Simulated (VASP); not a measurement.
A run of VASP 6.6.1 is set up as follows.

Contents of INCAR:

```
SYSTEM = Na2S
  PREC = Accurate
  ENCUT = 500
  EDIFF = 1E-6
  ISMEAR = 0
  SIGMA = 0.01
  LREAL = .False.
  LASPH = .True.
  NELM = 120
  ALGO = Normal
  ISIF = 2
  LWAVE = .False.
  LCHARG = .False.
  GGA = PE
  NBANDS = 17
  GGA_COMPAT = .False.
```

The input KPOINTS:

```
Automatic mesh
0
Gamma
  6 6 6
  0 0 0
```

The input POSCAR:

```
Na2S
1.0
    0.0000000000      3.2167964445      3.2167964445
    3.2167964445      0.0000000000      3.2167964445
    3.2167964445      3.2167964445      0.0000000000
S Na
1 2
Direct
    0.0000000000      0.0000000000      0.0000000000
    0.2500000000      0.2500000000      0.2500000000
    0.7500000000      0.7500000000      0.7500000000
```

Potentials or basis: VASP PAW PBE potentials, release 64 (S, Na_pv).

Launch:

```console
$ cat potpaw_PBE.64/S/POTCAR potpaw_PBE.64/Na_pv/POTCAR > POTCAR
$ mpirun -np 1 vasp_std > vasp.out
```

(1) Predict the pressure.

(2) Estimate the band gap on the k mesh.

## Answers

(1) 2.0 GPa.

(2) 2.65 eV, direct.
